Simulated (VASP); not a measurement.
A run of VASP 6.6.1 is set up as follows.

POSCAR

```
GaN
1.0
    3.2276996554      0.0000000000      0.0000000000
   -1.6138498277      2.7539604900      0.0000000000
    0.0000000000      0.0000000000      5.1660000000
Ga N
2 2
Direct
    0.3333333333      0.6666666667      0.0000000000
    0.6666666667      0.3333333333      0.5000000000
    0.3333333333      0.6666666667      0.3750000000
    0.6666666667      0.3333333333      0.8750000000
```

Contents of INCAR.step1:

```
ALGO     = Normal         # electronic algorithm
EDIFF    = 1E-4           # SCF threshold, eV
ENCUT    = 520            # plane-wave cutoff, eV
GGA      = PE             # functional
ISMEAR   = 0              # smearing method
LASPH    = True           # aspherical terms in the spheres
LCHARG   = False          # write CHGCAR
LREAL    = False          # projectors in reciprocal space
LWAVE    = True           # write WAVECAR
NBANDS   = 26             # bands
NELM     = 100            # most SCF steps
PREC     = Accurate       # precision mode
SIGMA    = 0.05           # smearing width, eV
```

INCAR.step2

```
ALGO     = Normal         # electronic algorithm
EDIFF    = 1E-6           # SCF threshold, eV
ENCUT    = 520            # plane-wave cutoff, eV
ISIF     = 2              # what is computed and relaxed
ISMEAR   = 0              # smearing method
ISTART   = 1            
LASPH    = True           # aspherical terms in the spheres
LCHARG   = False          # write CHGCAR
LMIXTAU  = True         
LREAL    = False          # projectors in reciprocal space
LWAVE    = False          # write WAVECAR
METAGGA  = R2SCAN         # meta-GGA
NBANDS   = 26             # bands
NELM     = 100            # most SCF steps
PREC     = Accurate       # precision mode
SIGMA    = 0.05           # smearing width, eV
```

Contents of KPOINTS:

```
k-points
0
Gamma
  12 12 6
```

Potentials or basis: VASP PAW PBE potentials, release 64 (Ga_d, N).

The run is started by

```sh
$ cat potpaw_PBE.64/Ga_d/POTCAR potpaw_PBE.64/N/POTCAR > POTCAR
$ cp INCAR.step1 INCAR
$ mpirun -np 1 vasp_std > vasp.out
$ cp INCAR.step2 INCAR
$ mpirun -np 1 vasp_std > vasp.out
```

**Question.** What does it give for the band gap on the k mesh?

**Answer.** 2.26 eV.

**Question.** Predict the largest force.

**Answer.** 0.253 eV/Å.

Stress tensor (GPa, compression positive):
```
-4.63  0.00  0.00
 0.00 -0.04  0.00
 0.00  0.00  2.50
```

Caveat: the cell differs from its parent crystal (strain +0.0150 x Voigt [1, 0, 0, 0, 0, 0]); the PAW data sets were made with another functional, which shifts forces and pressure a little.
